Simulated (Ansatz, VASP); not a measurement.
## One calculation of Cu2Au3, two programs

```
CELL_PARAMETERS angstrom
4.41159 0.00000 0.00000
0.00000 4.41159 0.00000
0.00000 0.00000 4.41159
ATOMIC_POSITIONS crystal
Cu 0.50000 0.50000 0.50000
Cu 0.00000 0.00000 0.00000
Au 0.50000 0.00000 0.00000
Au 0.00000 0.50000 0.00000
Au 0.00000 0.00000 0.50000
```

Alike in both runs: task relaxation of cell and atoms; functional PBE; k mesh 4 × 4 × 4; occupations gaussian, width 0.1 eV; no spin polarisation.

|  | VASP | Ansatz |
| --- | --- | --- |
| version | VASP 6.6.1 | Ansatz 0.2.0 |
| potentials or method | VASP PAW PBE potentials, release 64 (Cu, Au), cutoff 600 eV | scalar-relativistic, plane waves, PAW |
| valence electrons in the cell | 55 | 95 |

VASP gave:

```
gap on the k mesh at the Fermi level, each at its own relaxed structure (eV) : none
relaxed volume (Å³/atom)                                                     : 21.22
relaxed cell length with the largest relative difference (Å)                 : 4.734
```

Task: Estimate Ansatz's values.

Result: gap on the k mesh at the Fermi level, each at its own relaxed structure (eV): none; relaxed volume (Å³/atom): 21.16; relaxed cell length with the largest relative difference (Å): 4.730.

A gap of «none» marks a metal or a gap that the smearing closes. VASP's potentials hold 55 valence electrons a cell and Ansatz's 95, so a difference there can come from the potentials and not from the codes.

Spin-orbit coupling is off throughout. Noted on VASP's run: the volume moved by over 15 % at a fixed basis, so the end points are rough.
